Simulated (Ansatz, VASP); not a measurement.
Two plane-wave programs on Cd2HgSe3

```
CELL_PARAMETERS angstrom
3.80657 -2.14400 0.00000
3.80657 2.14400 0.00000
-1.00780 0.00000 9.99830
ATOMIC_POSITIONS crystal
Cd 0.40896 0.00308 0.33588
Cd 0.99692 0.59104 0.66412
Hg 0.68639 0.31361 0.00000
Se 0.45411 0.03197 0.82134
Se 0.48558 0.51442 0.50000
Se 0.96803 0.54589 0.17866
```

Alike in both runs: functional PBE; k mesh 8 × 8 × 4; occupations gaussian, width 0.02 eV; no spin polarisation.

Ansatz relaxed the structure, and its values are those at the end. VASP's run is a single point on that final structure, the one shown.

|  | VASP | Ansatz |
| --- | --- | --- |
| version | VASP 6.6.1 | Ansatz 0.2.0 |
| potentials or method | VASP PAW PBE potentials, release 64 (Cd, Hg, Se), cutoff 520 eV | scalar-relativistic, plane waves, PAW |
| valence electrons in the cell | 54 | 108 |

```tsv
	VASP	Ansatz	Ansatz less VASP
gap on the k mesh at the Fermi level (eV)	0.66	0.66	+0.004
least direct gap on the mesh (eV)	0.77	0.77	+0.004
pressure (GPa)	0.3	0.0	-0.27
rms of the force components (eV/Å)	0.020	0.002	-0.0172
```

VASP's potentials hold 54 valence electrons a cell and Ansatz's 108, so a difference there can come from the potentials and not from the codes.

Spin-orbit coupling is off throughout.
